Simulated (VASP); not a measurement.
# W (a cell with a defect) in VASP: a series of runs

W (a cell with a defect) is run at these levels: PBE; tasks: relaxation of the atoms, single point.

Program: VASP 6.6.1. These are calculated values, not measurements. Logs are shortened: lines on timing, memory, paths and dates and some standing lists are left out, and cuts for length are marked.

## Step 1: The cell of the first run

The cell holds a defect, 11 atoms: a = 8.222 Å, b = 5.481 Å, c = 5.481 Å, α = 109.47°, β = 109.47°, γ = 109.47°.

## Step 2: Relaxation of the atoms, PBE

The input, INCAR:

```
ALGO = Normal
EDIFF = 1E-7
EDIFFG = -0.03
ENCUT = 450
GGA = PE
GGA_COMPAT = F
IBRION = 2
ISIF = 2
ISMEAR = -1
KPAR = 4
LASPH = T
LCHARG = F
LREAL = F
LWAVE = F
NELM = 120
NELMIN = 4
NSW = 60
PREC = Accurate
SIGMA = 0.1
```

The input, KPOINTS:

```
k-points
0
Gamma
  2 3 3
```

The input, POSCAR:

```
W
1.0
   -4.7470350000      4.7470350000      4.7470350000
    3.1646900000     -3.1646900000      3.1646900000
    3.1646900000      3.1646900000     -3.1646900000
W
11
Direct
    0.0000000000      0.0000000000      0.5000000000
    0.0000000000      0.5000000000      0.0000000000
    0.0000000000      0.5000000000      0.5000000000
    0.3333333333      0.0000000000      0.0000000000
    0.3333333333      0.0000000000      0.5000000000
    0.3333333333      0.5000000000      0.0000000000
    0.3333333333      0.5000000000      0.5000000000
    0.6666666667      0.0000000000      0.0000000000
    0.6666666667      0.0000000000      0.5000000000
    0.6666666667      0.5000000000      0.0000000000
    0.6666666667      0.5000000000      0.5000000000
```

Potentials or basis: VASP PAW PBE potentials, release 64 (W_sv).

Launch:

```bash
cat potpaw_PBE.64/W_sv/POTCAR > POTCAR
mpirun -np 4 vasp_std > vasp.out
```

OUTCAR:

```text
EDIFF = 1E-7
   EDIFFG = -0.03
   ENCUT = 450
   GGA = PE
   IBRION = 2
   ISIF = 2
   ISMEAR = -1
   LASPH = T
   LREAL = F
   NELM = 120
   NELMIN = 4
   NSW = 60
   PREC = Accurate

 ion  position               nearest neighbor table
   1  0.000  0.000  0.500-   5 2.74   9 2.74   6 2.74  10 2.74   3 2.74   3 2.74   8 3.16   7 3.16
                            11 3.16   4 3.16   2 3.16   2 3.16
   2  0.000  0.500  0.000-   6 2.74  10 2.74   5 2.74   9 2.74   3 2.74   3 2.74   7 3.16  11 3.16
                             8 3.16   4 3.16   1 3.16   1 3.16
   3  0.000  0.500  0.500-   7 2.74  11 2.74   4 2.74   8 2.74   1 2.74   2 2.74   1 2.74   2 2.74
                            10 3.16   6 3.16   9 3.16   5 3.16
   4  0.333  0.000  0.000-   3 2.74   6 2.74   5 2.74   6 2.74   5 2.74  11 2.74   8 2.74   1 3.16
                             2 3.16   7 3.16   7 3.16  10 3.16   9 3.16
   5  0.333  0.000  0.500-   1 2.74   2 2.74   7 2.74   4 2.74   7 2.74   4 2.74  10 2.74   9 2.74
                             3 3.16   6 3.16   6 3.16  11 3.16   8 3.16
   6  0.333  0.500  0.000-   2 2.74   1 2.74   7 2.74   7 2.74   4 2.74   4 2.74   9 2.74  10 2.74
                             3 3.16   5 3.16   5 3.16  11 3.16   8 3.16
   7  0.333  0.500  0.500-   3 2.74   5 2.74   6 2.74   6 2.74   5 2.74   8 2.74  11 2.74   1 3.16
                             2 3.16   4 3.16   4 3.16   9 3.16  10 3.16
   8  0.667  0.000  0.000-   3 2.74   9 2.74  10 2.74   9 2.74  10 2.74   7 2.74   4 2.74   2 3.16
                             1 3.16  11 3.16  11 3.16   6 3.16   5 3.16
   9  0.667  0.000  0.500-   1 2.74   2 2.74   8 2.74  11 2.74   8 2.74  11 2.74   6 2.74   5 2.74
                             3 3.16  10 3.16  10 3.16   7 3.16   4 3.16
  10  0.667  0.500  0.000-   2 2.74   1 2.74   8 2.74  11 2.74  11 2.74   8 2.74   5 2.74   6 2.74
                             3 3.16   9 3.16   9 3.16   4 3.16   7 3.16
  11  0.667  0.500  0.500-   3 2.74   9 2.74  10 2.74  10 2.74   9 2.74   4 2.74   7 2.74   2 3.16
                             1 3.16   8 3.16   8 3.16   5 3.16   6 3.16

  LATTYP: Found a base centered monoclinic cell.
 ALAT       =     6.3293800000
 B/A-ratio  =     1.4142135624
 C/A-ratio  =     1.0897247359
 COS(beta)  =    -0.2294157339

  Lattice vectors:

 A1 = (  -3.1646900000,   3.1646900000,  -3.1646900000)
 A2 = (  -3.1646900000,  -3.1646900000,   3.1646900000)
 A3 = (   1.5823450000,   4.7470350000,   4.7470350000)

Analysis of symmetry for initial positions (statically):
=====================================================================
 Subroutine PRICEL returns:
 Original cell was already a primitive cell.

 Routine SETGRP: Setting up the symmetry group for a
 base centered monoclinic supercell.

 Subroutine GETGRP returns: Found  4 space group operations
 (whereof  4 operations were pure point group operations)
 out of a pool of  4 trial point group operations.

The static configuration has the point symmetry C_2h.

Analysis of symmetry for dynamics (positions and initial velocities):
=====================================================================
 Subroutine PRICEL returns:
 Original cell was already a primitive cell.

 Routine SETGRP: Setting up the symmetry group for a
 base centered monoclinic supercell.

 Subroutine GETGRP returns: Found  4 space group operations
 (whereof  4 operations were pure point group operations)
 out of a pool of  4 trial point group operations.

The dynamic configuration has the point symmetry C_2h.

 Subroutine INISYM returns: Found  4 space group operations
 (whereof  4 operations are pure point group operations),
 and found     1 'primitive' translations

----------------------------------------------------------------------------------------

                                     Primitive cell

  volume of cell :     190.1712

  direct lattice vectors                    reciprocal lattice vectors
    -4.747035000  4.747035000  4.747035000     0.000000000  0.105328905  0.105328905
     3.164690000 -3.164690000  3.164690000     0.157993358  0.000000000  0.157993358
     3.164690000  3.164690000 -3.164690000     0.157993358  0.157993358  0.000000000

  length of vectors
     8.222105805  5.481403870  5.481403870     0.148957566  0.223436350  0.223436350

  position of ions in fractional coordinates (direct lattice)
     0.000000000  0.000000000  0.500000000
     0.000000000  0.500000000  0.000000000
     0.000000000  0.500000000  0.500000000
[... 57 lines left out ...]
|        whereas your k-lattice is face-centered cubic.                       |
|                                                                             |
|     Results are often still useful ...                                      |
|                                                                             |
 -----------------------------------------------------------------------------

 Subroutine IBZKPT returns following result:
 ===========================================

 Found      8 irreducible k-points:

 Following reciprocal coordinates:
            Coordinates               Weight
  0.000000  0.000000  0.000000      1.000000
  0.500000  0.000000  0.000000      1.000000
  0.000000  0.333333  0.000000      4.000000
  0.500000  0.333333 -0.000000      4.000000
  0.000000  0.333333  0.333333      2.000000
  0.500000  0.333333  0.333333      2.000000
  0.000000 -0.333333  0.333333      2.000000
  0.500000 -0.333333  0.333333      2.000000
   k-points           NKPTS =      8   k-points in BZ     NKDIM =      8   number of bands    NBANDS=     92
   number of dos      NEDOS =    301   number of ions     NIONS =     11
   total plane-waves  NPLWV =  96000
   dimension x,y,z NGX =    60 NGY =   40 NGZ =   40
   dimension x,y,z NGXF=   120 NGYF=   80 NGZF=   80
   ions per type =              11
   NGX,Y,Z   is equivalent  to a cutoff of  12.13, 12.13, 12.13 a.u.
   NGXF,Y,Z  is equivalent  to a cutoff of  24.26, 24.26, 24.26 a.u.
 SYSTEM =  unknown system
   PREC   = accura    normal or accurate (medium, high low for compatibility)
   ISTART =      0    job   : 0-new  1-cont  2-samecut
   ICHARG =      2    charge: 1-file 2-atom 10-const
   ISPIN  =      1    spin polarized calculation?
   LNONCOLLINEAR =      F non collinear calculations
   LSORBIT =      F    spin-orbit coupling
   LASPH  =      T    aspherical Exc in radial PAW
   ENCUT  =  450.0 eV  33.07 Ry    5.75 a.u.  14.22  9.48  9.48*2*pi/ulx,y,z
   NELM   =    120;   NELMIN=  4; NELMDL= -5     # of ELM steps
   EDIFF  = 0.1E-06   stopping-criterion for ELM
   LREAL  =      F    real-space projection
   EDIFFG = -.3E-01   stopping-criterion for IOM
   NSW    =     60    number of steps for IOM
   IBRION =      2    ionic relax: 0-MD 1-quasi-New 2-CG
   NFREE  =      1    steps in history (QN), initial steepest desc. (CG)
   ISIF   =      2    stress and relaxation
   ISYM   =      2    0-nonsym 1-usesym 2-fastsym
   POTIM  = 0.5000    time-step for ionic-motion
   TEBEG  =    0.0;   TEEND  =   0.0 temperature during run
   PSTRESS=    0.0 pullay stress
   NELECT =     154.0000    total number of electrons
   NUPDOWN=      -1.0000    fix difference up-down
   EMIN   =  10.00;   EMAX   =-10.00  energy-range for DOS
   EFERMI =   0.00;   METHOD = LEGACY
   ISMEAR =    -1;   SIGMA  =   0.10  broadening in eV -4-tet -1-fermi 0-gaus
   EFERMI_NEDOS =   21; number of points for ismear=-14 and -15
   IALGO  =     38    algorithm
   IMIX   =      4    mixing-type and parameters
     AMIX     =   0.40;   BMIX     =  1.00
     AMIX_MAG =   1.60;   BMIX_MAG =  1.00
  volume/ion in A,a.u.               =      17.29       116.67
  Fermi-wavevector in a.u.,A,eV,Ry     =   1.525926  2.883582 31.680489  2.328450
  Thomas-Fermi vector in A             =   2.634030
   LORBIT       =      0    0 simple, 1 ext, 2 COOP (PROOUT), +10 PAW based schemes
   GGA     = PE    functional components
   LHFCALC =     F    Hartree Fock is set to
   AEXX    =    0.0000 exact exchange contribution
   IVDW    =     0    specifies the selected vdW correction
   LEPSILON=     F    determine dielectric tensor
   LRPA    =     F    only Hartree local field effects (RPA)
 conjugate gradient relaxation of ions
 non-spin polarized calculation
  energy-cutoff  :      450.00
  volume of cell :      190.17
 maximum number of plane-waves:      4148
 NGX is ok and might be reduce to    60
   NGX = 29   NGY = 19   NGZ = 19

--------------------------------------- Ionic step        1  -------------------------------------------

 number of electron     154.0000039 magnetization

 Free energy of the ion-electron system (eV)
  ---------------------------------------------------
  ext. energy  EPLUGINS =         0.00000000
  ---------------------------------------------------
  free energy    TOTEN  =      -139.49287751 eV

  energy without entropy =     -139.27367268  energy(sigma->0) =     -139.38327510

------------------------ aborting loop because EDIFF is reached ----------------------------------------

  FORCE on cell =-STRESS in cart. coord.  units (eV):
  Direction    XX          YY          ZZ          XY          YZ          ZX
  --------------------------------------------------------------------------------------
  -------------------------------------------------------------------------------------
  Total       -2.4175379     -3.3725221     -3.3725221      0.1305473     -1.2645145      0.1305482
  in kB      -20.3675640    -28.4132306    -28.4132306      1.0998507    -10.6534343      1.0998579
  external PRESSURE =     -25.7313418 kB  Pullay stress =       0.0000000 kB
[... 257 lines left out ...]
--------------------------------------- Ionic step        7  -------------------------------------------

 number of electron     154.0000015 magnetization

 Free energy of the ion-electron system (eV)
  ---------------------------------------------------
  ext. energy  EPLUGINS =         0.00000000
  ---------------------------------------------------
  free energy    TOTEN  =      -139.57900737 eV

  energy without entropy =     -139.38029638  energy(sigma->0) =     -139.47965188

 E-fermi :   9.7764     XC(G=0): -13.0518

 val. band max:        9.6742931294   @ k =   0.0000   0.3333   0.3333
 cond. band min:       9.7926343841   @ k =   0.0000  -0.3333   0.3333
 fundamental gap:      0.1183412547
 Fermi energy:         9.7763797114

 k-point     1 :       0.0000    0.0000    0.0000
  band No.  band energies     occupation
      1     -64.0980      2.00000
      2     -64.0566      2.00000
      3     -64.0443      2.00000
      4     -64.0199      2.00000
      5     -63.9557      2.00000
      6     -63.9418      2.00000
[... 725 lines left out ...]
     88      12.0914      0.00000
     89      12.1719      0.00000
 [bands above 89 left out]

------------------------ aborting loop because EDIFF is reached ----------------------------------------

  FORCE on cell =-STRESS in cart. coord.  units (eV):
  Direction    XX          YY          ZZ          XY          YZ          ZX
  --------------------------------------------------------------------------------------
  -------------------------------------------------------------------------------------
  Total       -3.0233066     -4.2956627     -4.2956627     -0.0384592     -1.4864502     -0.0384584
  in kB      -25.4711178    -36.1906163    -36.1906163     -0.3240153    -12.5232248     -0.3240090
  external PRESSURE =     -32.6174501 kB  Pullay stress =       0.0000000 kB
[... 26 lines left out ...]
  FREE ENERGIE OF THE ION-ELECTRON SYSTEM (eV)
  ---------------------------------------------------
  free  energy   TOTEN  =      -139.5790073705 eV

  energy  without entropy=     -139.3802963806  energy(sigma->0) =     -139.47965188

 reached required accuracy - stopping structural energy minimisation
```

Wall time 2.1 min (4 MPI ranks of Intel Xeon Platinum 8559C (Emerald Rapids), shared host); peak memory 0.34 GiB.

Results:

```yaml
Free_energy: -139.5790 eV
Energy_gained_by_relaxing: 7.8 meV/atom
Ionic_steps: 7
Pressure_after_relaxing: -3.3 GPa
Largest_force_after_relaxing: 0.009 eV/Å
Band_gap_on_the_k_mesh: zero (bands 77 and 78 overlap by 1.31 eV)
```

Forces on the atoms (eV/Å):
```
W    0.000  0.000  0.000
W    0.000  0.000  0.000
W    0.000  0.000  0.000
W   -0.005  0.002  0.002
W   -0.005  0.001 -0.003
W   -0.005 -0.003  0.001
W   -0.009  0.001  0.001
W    0.005 -0.002 -0.002
W    0.005 -0.001  0.003
W    0.005  0.003 -0.001
W    0.009 -0.001 -0.001
```

The path:
| step | energy change (eV) | largest force (eV/Å) | pressure (GPa) |
| --- | --- | --- | --- |
| 1 | 0.0000 | 0.7206 | -2.57 |
| 2 | -0.0837 | 0.1311 | -3.19 |
| 3 | -0.0837 | 0.1422 | -3.18 |
| 4 | -0.0857 | 0.0460 | -3.24 |
| 5 | -0.0860 | 0.0367 | -3.27 |
| 6 | -0.0860 | 0.0329 | -3.26 |
| 7 | -0.0861 | 0.0091 | -3.26 |

Final structure:
```xyz
11
Lattice="-4.7470 4.7470 4.7470 3.1647 -3.1647 3.1647 3.1647 3.1647 -3.1647" Properties=species:S:1:pos:R:3 pbc="T T T"
W     1.5823    1.5823   -1.5823
W     1.5823   -1.5823    1.5823
W     3.1647    0.0000    0.0000
W    -1.5559    1.5685    1.5685
W     3.1660   -0.0248    3.1583
W     3.1660    3.1583   -0.0248
W     1.5531    1.5586    1.5586
W     3.1383    3.1785    3.1785
W    -1.5837    4.7718    1.5888
W    -1.5837    1.5888    4.7718
W     0.0293    3.1884    3.1884
```

Levels at points of the mesh, in eV from the Fermi level:
```csv
k point,band 74,band 75,band 76,band 77,band 78,band 79,band 80,band 81
"(0.00, 0.00, 0.00)",0.13,0.66,1.08,1.14,1.47,1.53,1.87,2.14
"(0.50, 0.00, 0.00)",-0.59,0.38,0.64,0.81,1.00,1.27,1.34,1.53
```

Caveat: the k points lie up to 0.47 Å⁻¹ apart, too coarse for converged energies and pressures of a metal; spin-orbit coupling is left out, which moves the levels of the heavy elements.

(Part 1 of 2 ends here.)

The gap in the log of VASP goes by the Fermi energy; the results here count the filled bands.